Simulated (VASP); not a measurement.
# TaN: single point with PBEsol

The system is TaN.

```xyz
2
Lattice="0.1133 2.2371 2.2371 2.2371 0.1133 2.2371 2.2371 2.2371 0.1133" Properties=species:S:1:pos:R:3 pbc="T T T"
Ta    2.2937    2.2937    2.2937
N     0.0000    0.0000    0.0000
```

This cell differs from its parent crystal: ratio of the length along [111] to the lengths across it x 1.08, volume and fractional coordinates fixed.

| Property | Result |
| --- | --- |
| Program | VASP 6.6.1 |
| Task | single point |
| Functional | PBEsol |
| Potentials or basis | VASP PAW PBE potentials, release 64 (Ta_pv, N) |
| Cutoff | 520 eV |
| k mesh | 20 × 20 × 20 |
| Occupations | gaussian, width 0.15 eV |
| Spin | no spin polarisation |

```
Pressure               : 5.8 GPa
Band gap on the k mesh : zero (band 8 reaches 11.26 eV, above the bottom of band 9 at 7.83 eV)
```

Stress tensor (GPa, compression positive):
```
 5.84 -3.02 -3.02
-3.02  5.84 -3.02
-3.02 -3.02  5.84
```

Levels at points of the mesh, in eV from the Fermi level:
```
           k point  band 4  band 5  band 6  band 7  band 8  band 9  band 10  band 11  band 12  band 13
(0.00, 0.00, 0.00)  -18.94   -4.08   -3.59   -3.59   -3.02   -1.78    -1.78     0.21     0.21     2.02
(0.50, 0.00, 0.00)  -15.64  -10.51   -8.21   -7.42    0.87    2.85     3.02     3.93     7.87     8.17
(0.50, 0.50, 0.00)  -17.63   -6.62   -5.63   -4.77   -4.36    2.14     3.53     3.96     4.82     7.40
(0.50, 0.50, 0.50)  -15.87  -10.60   -7.17   -7.17    1.65    1.65     1.70     4.33     7.41     7.41
```

Run time: 2.7 min on 1 thread of Intel(R) Xeon(R) Platinum 8259CL CPU @ 2.50GHz (Skylake/Cascade Lake) (shared host), peak memory 0.35 GiB.

Caveat: the PAW data sets were made with another functional, which shifts forces and pressure a little; spin-orbit coupling is left out, which moves the levels of the heavy elements.
